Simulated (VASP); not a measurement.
# TaC (rocksalt type) (Fm-3m) in VASP: notebook

Runs on TaC (rocksalt type). Level: PBE. Tasks: single point, relaxation of cell and atoms.

Everything below comes from runs of VASP 6.6.1. Logs are shortened: lines on timing, memory, paths and dates and some standing lists are left out, and cuts for length are marked.

## 1. The cell of the first run

Symmetry: Fm-3m, No. 225, cubic system. Conventional cell: a = 4.254 Å, b = 4.254 Å, c = 4.254 Å, α = 90.00°, β = 90.00°, γ = 90.00°. Ta (site symmetry m-3m) has 6 C at 2.13 Å within 2.8 Å. C (site symmetry m-3m) has 6 Ta at 2.13 Å within 2.8 Å.

## 2. Single point, PBE

INCAR reads:

```
ALGO = Normal
EDIFF = 1E-6
ENCUT = 600
GGA = PE
GGA_COMPAT = F
ISIF = 2
ISMEAR = -1
LASPH = T
LCHARG = F
LREAL = F
LWAVE = F
NBANDS = 14
NELM = 120
PREC = Accurate
SIGMA = 0.08
```

KPOINTS reads:

```
k-points
0
Gamma
  16 16 16
```

POSCAR reads:

```
TaC
1.0
    0.0000000000      2.1270377272      2.1270377272
    2.1270377272      0.0000000000      2.1270377272
    2.1270377272      2.1270377272      0.0000000000
Ta C
1 1
Direct
    0.0000000000      0.0000000000      0.0000000000
    0.5000000000      0.5000000000      0.5000000000
```

Potentials or basis: VASP PAW PBE potentials, release 64 (Ta_pv, C).

The run is started by

```bash
$ cat potpaw_PBE.64/Ta_pv/POTCAR potpaw_PBE.64/C/POTCAR > POTCAR
$ mpirun -np 1 vasp_std > vasp.out
```

OUTCAR:

```text
EDIFF = 1E-6
   ENCUT = 600
   GGA = PE
   ISIF = 2
   ISMEAR = -1
   LASPH = T
   LREAL = F
   NELM = 120
   PREC = Accurate

 ion  position               nearest neighbor table
   1  0.000  0.000  0.000-   2 2.13   2 2.13   2 2.13   2 2.13   2 2.13   2 2.13
   2  0.500  0.500  0.500-   1 2.13   1 2.13   1 2.13   1 2.13   1 2.13   1 2.13

  LATTYP: Found a face centered cubic cell.
 ALAT       =     4.2540754544

  Lattice vectors:

 A1 = (   0.0000000000,   2.1270377272,   2.1270377272)
 A2 = (   2.1270377272,   0.0000000000,   2.1270377272)
 A3 = (   2.1270377272,   2.1270377272,   0.0000000000)

Analysis of symmetry for initial positions (statically):
=====================================================================
 Subroutine PRICEL returns:
 Original cell was already a primitive cell.

 Routine SETGRP: Setting up the symmetry group for a
 face centered cubic supercell.

 Subroutine GETGRP returns: Found 48 space group operations
 (whereof 48 operations were pure point group operations)
 out of a pool of 48 trial point group operations.

The static configuration has the point symmetry O_h .

Analysis of symmetry for dynamics (positions and initial velocities):
=====================================================================
 Subroutine PRICEL returns:
 Original cell was already a primitive cell.

 Routine SETGRP: Setting up the symmetry group for a
 face centered cubic supercell.

 Subroutine GETGRP returns: Found 48 space group operations
 (whereof 48 operations were pure point group operations)
 out of a pool of 48 trial point group operations.

The dynamic configuration has the point symmetry O_h .

 Subroutine INISYM returns: Found 48 space group operations
 (whereof 48 operations are pure point group operations),
 and found     1 'primitive' translations

----------------------------------------------------------------------------------------

                                     Primitive cell

  volume of cell :      19.2467

  direct lattice vectors                    reciprocal lattice vectors
     0.000000000  2.127037727  2.127037727    -0.235068703  0.235068703  0.235068703
     2.127037727  0.000000000  2.127037727     0.235068703 -0.235068703  0.235068703
     2.127037727  2.127037727  0.000000000     0.235068703  0.235068703 -0.235068703

  length of vectors
     3.008085601  3.008085601  3.008085601     0.407150937  0.407150937  0.407150937

[... 83 lines left out ...]
   NSW    =      0    number of steps for IOM
   IBRION =     -1    ionic relax: 0-MD 1-quasi-New 2-CG
   NFREE  =      0    steps in history (QN), initial steepest desc. (CG)
   ISIF   =      2    stress and relaxation
   ISYM   =      2    0-nonsym 1-usesym 2-fastsym
   POTIM  = 0.5000    time-step for ionic-motion
   TEBEG  =    0.0;   TEEND  =   0.0 temperature during run
   PSTRESS=    0.0 pullay stress
   NELECT =      15.0000    total number of electrons
   NUPDOWN=      -1.0000    fix difference up-down
   EMIN   =  10.00;   EMAX   =-10.00  energy-range for DOS
   EFERMI =   0.00;   METHOD = LEGACY
   ISMEAR =    -1;   SIGMA  =   0.08  broadening in eV -4-tet -1-fermi 0-gaus
   EFERMI_NEDOS =   21; number of points for ismear=-14 and -15
   IALGO  =     38    algorithm
   IMIX   =      4    mixing-type and parameters
     AMIX     =   0.40;   BMIX     =  1.00
     AMIX_MAG =   1.60;   BMIX_MAG =  1.00
  volume/ion in A,a.u.               =       9.62        64.94
  Fermi-wavevector in a.u.,A,eV,Ry     =   1.506561  2.846988 30.881498  2.269726
  Thomas-Fermi vector in A             =   2.617262
   LORBIT       =      0    0 simple, 1 ext, 2 COOP (PROOUT), +10 PAW based schemes
   GGA     = PE    functional components
   LHFCALC =     F    Hartree Fock is set to
   AEXX    =    0.0000 exact exchange contribution
   IVDW    =     0    specifies the selected vdW correction
   LEPSILON=     F    determine dielectric tensor
   LRPA    =     F    only Hartree local field effects (RPA)
 non-spin polarized calculation
  energy-cutoff  :      600.00
  volume of cell :       19.25
 maximum number of plane-waves:       660
   NGX = 13   NGY = 13   NGZ = 13

 number of electron      14.9999999 magnetization

 Free energy of the ion-electron system (eV)
  ---------------------------------------------------
  ext. energy  EPLUGINS =         0.00000000
  ---------------------------------------------------
  free energy    TOTEN  =       -21.60355703 eV

  energy without entropy =      -21.59516267  energy(sigma->0) =      -21.59935985

 E-fermi :   9.8394     XC(G=0): -13.9481

 val. band max:        9.8370860145   @ k =   0.1250   0.0625   0.0000
 cond. band min:       9.9230070190   @ k =  -0.1250   0.0625   0.0000
 fundamental gap:      0.0859210045
 Fermi energy:         9.8394287675

 k-point     1 :       0.0000    0.0000    0.0000
  band No.  band energies     occupation
      1     -24.7802      2.00000
      2     -24.7802      2.00000
      3     -24.7802      2.00000
      4      -5.9268      2.00000
      5       8.2404      2.00000
      6       8.2404      2.00000
      7       8.2404      2.00000
      8       9.2982      1.99770
      9       9.2982      1.99770
     10       9.2982      1.99770
     11      10.6767      0.00006
     12      10.6767      0.00006
     13      18.1736      0.00000
     14      20.0532      0.00000
[... 377 lines left out ...]
      1     -24.8986      2.00000
      2     -24.8124      2.00000
      3     -24.7829      2.00000
      4      -5.5660      2.00000
      5       7.0730      2.00000
      6       7.2169      2.00000
      7       7.4065      2.00000
      8       8.4388      2.00000
      9       9.5347      1.95662
     10      10.1733      0.03035
     11      11.8246      0.00000
     12      13.0903      0.00000
     13      18.7048      0.00000
     14      20.9339      0.00000

 [... further k-points ...]
[... 5 lines left out ...]
  --------------------------------------------------------------------------------------
  -------------------------------------------------------------------------------------
  Total        8.3058083      8.3058083      8.3058083     -0.0000000      0.0000000      0.0000000
  in kB      691.4119953    691.4119953    691.4119953     -0.0000000      0.0000000      0.0000000
  external PRESSURE =     691.4119953 kB  Pullay stress =       0.0000000 kB

 VOLUME and BASIS-vectors are now :
 -----------------------------------------------------------------------------
  energy-cutoff  :      600.00
  volume of cell :       19.25
      direct lattice vectors                 reciprocal lattice vectors
     0.000000000  2.127037727  2.127037727    -0.235068703  0.235068703  0.235068703
     2.127037727  0.000000000  2.127037727     0.235068703 -0.235068703  0.235068703
     2.127037727  2.127037727  0.000000000     0.235068703  0.235068703 -0.235068703

 POSITION                                       TOTAL-FORCE (eV/Angst)
 -----------------------------------------------------------------------------------
      0.00000      0.00000      0.00000        -0.000000      0.000000      0.000000
      2.12704      2.12704      2.12704         0.000000     -0.000000     -0.000000
 -----------------------------------------------------------------------------------
    total drift:                                0.000000     -0.000000     -0.000000

  FREE ENERGIE OF THE ION-ELECTRON SYSTEM (eV)
  ---------------------------------------------------
  free  energy   TOTEN  =       -21.6035570349 eV

  energy  without entropy=      -21.5951626660  energy(sigma->0) =      -21.59935985
```

stdout:

```text
POSCAR found type information on POSCAR TaC
 POSCAR found :  2 types and       2 ions
 scaLAPACK will be used
 LDA part: xc-table for (Slater+PW92), standard interpolation
 POSCAR, INCAR and KPOINTS ok, starting setup
 FFT: planning ... GRIDC
 FFT: planning ... GRID_SOFT
 FFT: planning ... GRID
 WAVECAR not read
 entering main loop
```

Run time: 13 s. Hardware: 1 thread of Intel Xeon 6975P-C (Granite Rapids), shared host; peak memory 0.17 GiB.

Results:

- Free energy: -21.6036 eV
- Pressure: 69.1 GPa

Caveat: spin-orbit coupling is left out, which moves the levels of the heavy elements.

## 3. Relaxation of cell and atoms, PBE, target pressure 67 GPa, at which the enthalpy is minimised

INCAR reads:

```
SYSTEM = TaC
PREC = Accurate
ENCUT = 600
EDIFF = 1E-7
ISMEAR = -1
SIGMA = 0.08
LREAL = .FALSE.
LASPH = .TRUE.
NELM = 120
ALGO = Normal
ISIF = 3
LWAVE = .FALSE.
LCHARG = .FALSE.
GGA = PE
IBRION = 2
NSW = 32
EDIFFG = -0.005
PSTRESS = 670.0
GGA_COMPAT = .FALSE.
NELMIN = 4
```

KPOINTS reads:

```
Automatic mesh
0
G
  16 16 16
  0 0 0
```

POSCAR reads:

```
TaC
1.0
    0.0000000000      2.1279987582      2.1279987582
    2.1279987582      0.0000000000      2.1279987582
    2.1279987582      2.1279987582      0.0000000000
Ta C
1 1
Direct
    0.0000000000      0.0000000000      0.0000000000
    0.5000000000      0.5000000000      0.5000000000
```

Potentials or basis: VASP PAW PBE potentials, release 64 (Ta_pv, C).

The run is started by

```bash
$ cat potpaw_PBE.64/Ta_pv/POTCAR potpaw_PBE.64/C/POTCAR > POTCAR
$ mpirun -np 1 vasp_std > vasp.out
```

Run time: 25 s. Hardware: 1 thread of Intel Xeon 6975P-C (Granite Rapids), shared host; peak memory 0.18 GiB.

It converged, with:

* Free energy: -21.6333 eV
* Relaxed volume: 9.66 Å³/atom
* Relaxed cell: a = 3.012 Å, b = 3.012 Å, c = 3.012 Å, α = 60.00°, β = 60.00°, γ = 60.00°
* Space group after relaxing (to 0.05 Å): Fm-3m (No. 225)
* Energy change on relaxing (the enthalpy is what falls): -9.3 meV/atom
* Ionic steps: 3
* Pressure after relaxing: 67.0 GPa

Step by step:
```csv
step,energy change (eV),largest force (eV/Å),pressure (GPa),volume (Å³)
1,0.0000,0.0000,68.35,19.27
2,-0.0918,0.0000,61.60,19.50
3,-0.0185,0.0000,67.01,19.32
```

Final structure:
```cif
data_structure
_symmetry_space_group_name_H-M 'P 1'
_symmetry_Int_Tables_number 1
_cell_length_a 3.0117
_cell_length_b 3.0117
_cell_length_c 3.0117
_cell_angle_alpha 60.000
_cell_angle_beta 60.000
_cell_angle_gamma 60.000
_cell_volume 19.32
loop_
_atom_site_label
_atom_site_type_symbol
_atom_site_fract_x
_atom_site_fract_y
_atom_site_fract_z
_atom_site_occupancy
Ta1 Ta 0.00000 0.00000 0.00000 1
C1 C 0.50000 0.50000 0.50000 1
```

Levels at points of the mesh, in eV from the Fermi level:
```csv
k point,band 4,band 5,band 6,band 7,band 8,band 9,band 10,band 11
"(0.00, 0.00, 0.00)",-15.74,-1.59,-1.59,-1.59,-0.54,-0.54,-0.54,0.83
"(0.50, 0.00, 0.00)",-10.29,-9.67,-6.25,-6.25,3.34,3.34,4.53,5.90
"(0.50, 0.50, 0.00)",-13.65,-5.38,-4.56,-1.73,-1.73,3.22,5.04,5.04
```

Caveat: the cell is relaxed towards a set pressure, so the enthalpy falls and the energy may rise; spin-orbit coupling is left out, which moves the levels of the heavy elements.
